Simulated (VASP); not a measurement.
# Sb3S5 (P4mm) in VASP: single point with PBE

Aim: the single point of Sb3S5 with PBE.

Program: VASP 6.6.1. These are calculated values, not measurements. Logs are shortened: lines on timing, memory, paths and dates and some standing lists are left out, and cuts for length are marked.

## (1) The cell of the first run

The structure is tetragonal, space group P4mm (No. 99). Conventional cell: a = 6.620 Å, b = 6.620 Å, c = 5.746 Å, α = 90.00°, β = 90.00°, γ = 90.00°. Sb (site symmetry 4mm) has 5 S at 2.34 to 2.56 Å within 3.1 Å. Within 3.5 Å of Sb (site symmetry 2mm) lie 4 S at 2.66 Å. S (site symmetry m) has 3 Sb at 2.56 to 2.66 Å and 2 S at 3.12 Å within 3.4 Å. S (site symmetry 4mm) has 1 Sb at 2.34 Å within 3.1 Å.

## (2) Single point, PBE

Contents of INCAR:

```
ALGO = Normal
EDIFF = 1E-7
ENCUT = 520
GGA = PE
ISIF = 2
ISMEAR = 0
LASPH = T
LCHARG = F
LREAL = F
LWAVE = F
NBANDS = 32
NELM = 60
PREC = Accurate
SIGMA = 0.2
```

Contents of KPOINTS:

```
k-points
0
Gamma
  3 3 3
```

Contents of POSCAR:

```
Sb3S5
1.0
    6.6197408687      0.0000000000      0.0000000000
    0.0000000000      6.6197408687      0.0000000000
    0.0000000000      0.0000000000      5.7464665585
Sb S
3 5
Direct
    0.5000000000      0.5000000000      0.9929112863
    0.5000000000      0.0000000000      0.6627908101
    0.0000000000      0.5000000000      0.6627908101
    0.7646149099      0.7646149099      0.8817490910
    0.2353850901      0.2353850901      0.8817490910
    0.2353850901      0.7646149099      0.8817490910
    0.7646149099      0.2353850901      0.8817490910
    0.5000000000      0.5000000000      0.4002122494
```

Potentials or basis: VASP PAW PBE potentials, release 64 (Sb, S).

Started as:

```
$ cat potpaw_PBE.64/Sb/POTCAR potpaw_PBE.64/S/POTCAR > POTCAR
$ mpirun -np 1 vasp_std > vasp.out
```

OUTCAR:

```text
EDIFF = 1E-7
   ENCUT = 520
   GGA = PE
   ISIF = 2
   ISMEAR = 0
   LASPH = T
   LREAL = F
   NELM = 60
   PREC = Accurate

 ion  position               nearest neighbor table
   1  0.500  0.500  0.993-   8 2.34   5 2.56   6 2.56   7 2.56   4 2.56
   2  0.500  0.000  0.663-   4 2.66   5 2.66   6 2.66   7 2.66
   3  0.000  0.500  0.663-   4 2.66   5 2.66   6 2.66   7 2.66
   4  0.765  0.765  0.882-   1 2.56   2 2.66   3 2.66
   5  0.235  0.235  0.882-   1 2.56   2 2.66   3 2.66
   6  0.235  0.765  0.882-   1 2.56   2 2.66   3 2.66
   7  0.765  0.235  0.882-   1 2.56   2 2.66   3 2.66
   8  0.500  0.500  0.400-   1 2.34

  LATTYP: Found a simple tetragonal cell.
 ALAT       =     6.6197408687
 C/A-ratio  =     0.8680802878

  Lattice vectors:

 A1 = (   6.6197408687,   0.0000000000,   0.0000000000)
 A2 = (   0.0000000000,   6.6197408687,   0.0000000000)
 A3 = (   0.0000000000,   0.0000000000,   5.7464665585)

Analysis of symmetry for initial positions (statically):
=====================================================================
 Subroutine PRICEL returns:
 Original cell was already a primitive cell.

 Routine SETGRP: Setting up the symmetry group for a
 simple tetragonal supercell.

 Subroutine GETGRP returns: Found  8 space group operations
 (whereof  8 operations were pure point group operations)
 out of a pool of 16 trial point group operations.

The static configuration has the point symmetry C_4v.

Analysis of symmetry for dynamics (positions and initial velocities):
=====================================================================
 Subroutine PRICEL returns:
 Original cell was already a primitive cell.

 Routine SETGRP: Setting up the symmetry group for a
 simple tetragonal supercell.

 Subroutine GETGRP returns: Found  8 space group operations
 (whereof  8 operations were pure point group operations)
 out of a pool of 16 trial point group operations.

The dynamic configuration has the point symmetry C_4v.

 Subroutine INISYM returns: Found  8 space group operations
 (whereof  8 operations are pure point group operations),
 and found     1 'primitive' translations

----------------------------------------------------------------------------------------

                                     Primitive cell

  volume of cell :     251.8157

  direct lattice vectors                    reciprocal lattice vectors
     6.619740869  0.000000000  0.000000000     0.151063315  0.000000000  0.000000000
     0.000000000  6.619740869  0.000000000     0.000000000  0.151063315  0.000000000
     0.000000000  0.000000000  5.746466558     0.000000000  0.000000000  0.174019981

  length of vectors
     6.619740869  6.619740869  5.746466558     0.151063315  0.151063315  0.174019981

  position of ions in fractional coordinates (direct lattice)
     0.500000000  0.500000000  0.992911286
     0.500000000  0.000000000  0.662790810
     0.000000000  0.500000000  0.662790810
     0.764614910  0.764614910  0.881749091
     0.235385090  0.235385090  0.881749091
     0.235385090  0.764614910  0.881749091
     0.764614910  0.235385090  0.881749091
     0.500000000  0.500000000  0.400212249

  ion indices of the primitive-cell ions
   primitive index   ion index
                 1           1
                 2           2
                 3           3
                 4           4
                 5           5
                 6           6
                 7           7
                 8           8

----------------------------------------------------------------------------------------

 KPOINTS: k-points

Automatic generation of k-mesh.
 Grid dimensions read from file:
 generate k-points for:    3    3    3

 Generating k-lattice:

  Cartesian coordinates                     Fractional coordinates (reciprocal lattice)
     0.050354438  0.000000000  0.000000000     0.333333333  0.000000000  0.000000000
     0.000000000  0.050354438  0.000000000     0.000000000  0.333333333  0.000000000
     0.000000000  0.000000000  0.058006660     0.000000000  0.000000000  0.333333333

  Length of vectors
     0.050354438  0.050354438  0.058006660

  Shift w.r.t. Gamma in fractional coordinates (k-lattice)
     0.000000000  0.000000000  0.000000000

 Subroutine IBZKPT returns following result:
 ===========================================

 Found      6 irreducible k-points:

 Following reciprocal coordinates:
            Coordinates               Weight
  0.000000  0.000000  0.000000      1.000000
  0.333333  0.000000  0.000000      4.000000
  0.333333  0.333333  0.000000      4.000000
  0.000000  0.000000  0.333333      2.000000
  0.333333  0.000000  0.333333      8.000000
  0.333333  0.333333  0.333333      8.000000
   k-points           NKPTS =      6   k-points in BZ     NKDIM =      6   number of bands    NBANDS=     32
   number of dos      NEDOS =    301   number of ions     NIONS =      8
   total plane-waves  NPLWV = 120000
   dimension x,y,z NGX =    50 NGY =   50 NGZ =   48
   dimension x,y,z NGXF=   100 NGYF=  100 NGZF=   96
   ions per type =               3   5
   NGX,Y,Z   is equivalent  to a cutoff of  12.56, 12.56, 13.89 a.u.
   NGXF,Y,Z  is equivalent  to a cutoff of  25.11, 25.11, 27.77 a.u.
 SYSTEM =  unknown system
   PREC   = accura    normal or accurate (medium, high low for compatibility)
   ISTART =      0    job   : 0-new  1-cont  2-samecut
   ICHARG =      2    charge: 1-file 2-atom 10-const
   ISPIN  =      1    spin polarized calculation?
   LNONCOLLINEAR =      F non collinear calculations
   LSORBIT =      F    spin-orbit coupling
   LASPH  =      T    aspherical Exc in radial PAW
   ENCUT  =  520.0 eV  38.22 Ry    6.18 a.u.  12.31 12.31 10.68*2*pi/ulx,y,z
   NELM   =     60;   NELMIN=  2; NELMDL= -5     # of ELM steps
   EDIFF  = 0.1E-06   stopping-criterion for ELM
   LREAL  =      F    real-space projection
   EDIFFG = 0.1E-05   stopping-criterion for IOM
   NSW    =      0    number of steps for IOM
   IBRION =     -1    ionic relax: 0-MD 1-quasi-New 2-CG
   NFREE  =      0    steps in history (QN), initial steepest desc. (CG)
   ISIF   =      2    stress and relaxation
   ISYM   =      2    0-nonsym 1-usesym 2-fastsym
   POTIM  = 0.5000    time-step for ionic-motion
   TEBEG  =    0.0;   TEEND  =   0.0 temperature during run
   PSTRESS=    0.0 pullay stress
   NELECT =      45.0000    total number of electrons
   NUPDOWN=      -1.0000    fix difference up-down
   EMIN   =  10.00;   EMAX   =-10.00  energy-range for DOS
   EFERMI =   0.00;   METHOD = LEGACY
   ISMEAR =     0;   SIGMA  =   0.20  broadening in eV -4-tet -1-fermi 0-gaus
   EFERMI_NEDOS =   21; number of points for ismear=-14 and -15
   IALGO  =     38    algorithm
   IMIX   =      4    mixing-type and parameters
     AMIX     =   0.40;   BMIX     =  1.00
     AMIX_MAG =   1.60;   BMIX_MAG =  1.00
  volume/ion in A,a.u.               =      31.48       212.42
  Fermi-wavevector in a.u.,A,eV,Ry     =   0.922114  1.742543 11.568961  0.850295
  Thomas-Fermi vector in A             =   2.047605
   LORBIT       =      0    0 simple, 1 ext, 2 COOP (PROOUT), +10 PAW based schemes
   GGA     = PE    functional components
   LHFCALC =     F    Hartree Fock is set to
   AEXX    =    0.0000 exact exchange contribution
   IVDW    =     0    specifies the selected vdW correction
   LEPSILON=     F    determine dielectric tensor
   LRPA    =     F    only Hartree local field effects (RPA)
 non-spin polarized calculation
 Gauss-broadening in eV      SIGMA  =   0.20
  energy-cutoff  :      520.00
  volume of cell :      251.82
 maximum number of plane-waves:      6861
 NGX is ok and might be reduce to    50
   NGX = 25   NGY = 25   NGZ = 21

 number of electron      45.0000002 magnetization

 Free energy of the ion-electron system (eV)
  ---------------------------------------------------
  ext. energy  EPLUGINS =         0.00000000
  ---------------------------------------------------
  free energy    TOTEN  =       -33.22426149 eV

  energy without entropy =      -33.19700371  energy(sigma->0) =      -33.21063260

 E-fermi :   2.9427     XC(G=0):  -7.9134

 val. band max:        2.7890855006   @ k =   0.3333   0.0000   0.3333
 cond. band min:       3.3011477086   @ k =   0.0000   0.0000   0.3333
 fundamental gap:      0.5120622080
 Fermi energy:         2.9426573865

 k-point     1 :       0.0000    0.0000    0.0000
  band No.  band energies     occupation
      1     -11.5370      2.00000
      2      -9.7147      2.00000
      3      -9.7147      2.00000
      4      -9.0258      2.00000
      5      -8.6332      2.00000
      6      -7.0435      2.00000
[... 24 lines left out ...]
     31       7.4699      0.00000
     32       7.9572      0.00000

 k-point     2 :       0.3333    0.0000    0.0000
  band No.  band energies     occupation
      1     -11.2929      2.00000
      2     -10.3409      2.00000
      3      -9.4947      2.00000
      4      -8.9642      2.00000
      5      -8.9148      2.00000
      6      -6.5118      2.00000
[... 24 lines left out ...]
     31       8.0666      0.00000
     32       8.2175      0.00000

 k-point     3 :       0.3333    0.3333    0.0000
  band No.  band energies     occupation
      1     -11.0459      2.00000
      2     -10.1534      2.00000
      3     -10.1048      2.00000
      4      -9.4113      2.00000
      5      -8.6771      2.00000
      6      -5.8744      2.00000
[... 24 lines left out ...]
     31       7.4754      0.00000
     32       8.4510      0.00000

 k-point     4 :       0.0000    0.0000    0.3333
  band No.  band energies     occupation
      1     -11.4654      2.00000
      2      -9.7084      2.00000
      3      -9.7084      2.00000
      4      -9.1520      2.00000
      5      -8.6310      2.00000
      6      -7.0263      2.00000
[... 24 lines left out ...]
     31       7.3740      0.00000
     32       7.3740      0.00000

 k-point     5 :       0.3333    0.0000    0.3333
  band No.  band energies     occupation
      1     -11.2130      2.00000
      2     -10.3180      2.00000
      3      -9.4889      2.00000
      4      -9.0788      2.00000
      5      -8.9605      2.00000
      6      -6.5208      2.00000
[... 24 lines left out ...]
     31       7.0313      0.00000
     32       7.7548      0.00000

 k-point     6 :       0.3333    0.3333    0.3333
  band No.  band energies     occupation
      1     -10.9579      2.00000
      2     -10.1428      2.00000
      3     -10.0623      2.00000
      4      -9.4055      2.00000
      5      -8.9035      2.00000
      6      -5.8871      2.00000
[... 24 lines left out ...]
     31       7.4920      0.00000
     32       7.6180      0.00000

------------------------ aborting loop because EDIFF is reached ----------------------------------------

  FORCE on cell =-STRESS in cart. coord.  units (eV):
  Direction    XX          YY          ZZ          XY          YZ          ZX
  --------------------------------------------------------------------------------------
  -------------------------------------------------------------------------------------
  Total       -0.0266987     -0.0266987      0.0242559      0.0000000      0.0000000      0.0000000
  in kB       -0.1698704     -0.1698704      0.1543283      0.0000000      0.0000000      0.0000000
  external PRESSURE =      -0.0618042 kB  Pullay stress =       0.0000000 kB

 VOLUME and BASIS-vectors are now :
 -----------------------------------------------------------------------------
  energy-cutoff  :      520.00
  volume of cell :      251.82
      direct lattice vectors                 reciprocal lattice vectors
     6.619740869  0.000000000  0.000000000     0.151063315  0.000000000  0.000000000
     0.000000000  6.619740869  0.000000000     0.000000000  0.151063315  0.000000000
     0.000000000  0.000000000  5.746466558     0.000000000  0.000000000  0.174019981

 POSITION                                       TOTAL-FORCE (eV/Angst)
 -----------------------------------------------------------------------------------
      3.30987      3.30987      5.70573         0.000000     -0.000000     -0.040415
      3.30987      0.00000      3.80871         0.000000     -0.000000      0.003468
      0.00000      3.30987      3.80871         0.000000     -0.000000      0.003468
      5.06155      5.06155      5.06694        -0.014538     -0.014538      0.002499
      1.55819      1.55819      5.06694         0.014538      0.014538      0.002499
      1.55819      5.06155      5.06694         0.014538     -0.014538      0.002499
      5.06155      1.55819      5.06694        -0.014538      0.014538      0.002499
      3.30987      3.30987      2.29981         0.000000     -0.000000      0.023483
 -----------------------------------------------------------------------------------
    total drift:                                0.000000      0.000000     -0.002522

  FREE ENERGIE OF THE ION-ELECTRON SYSTEM (eV)
  ---------------------------------------------------
  free  energy   TOTEN  =       -33.2242614935 eV

  energy  without entropy=      -33.1970037055  energy(sigma->0) =      -33.21063260
```

Run time: 90 s. Hardware: 1 thread of AMD EPYC 7R43 (Zen 3), shared host; peak memory 0.3 GiB.

What came out:

| Quantity | Value |
| --- | --- |
| Free energy | -33.2243 eV |
| Pressure | 0.0 GPa |
| Largest force | 0.040 eV/Å |

Forces in eV/Å, atoms in the order of the input:
```
Sb   0.000  0.000 -0.040
Sb   0.000  0.000  0.003
Sb   0.000  0.000  0.003
S   -0.015 -0.015  0.002
S    0.015  0.015  0.002
S    0.015 -0.015  0.002
S   -0.015  0.015  0.002
S    0.000  0.000  0.023
```

Caveat: the k points lie up to 0.36 Å⁻¹ apart; spin-orbit coupling is left out, which moves the levels of the heavy elements.
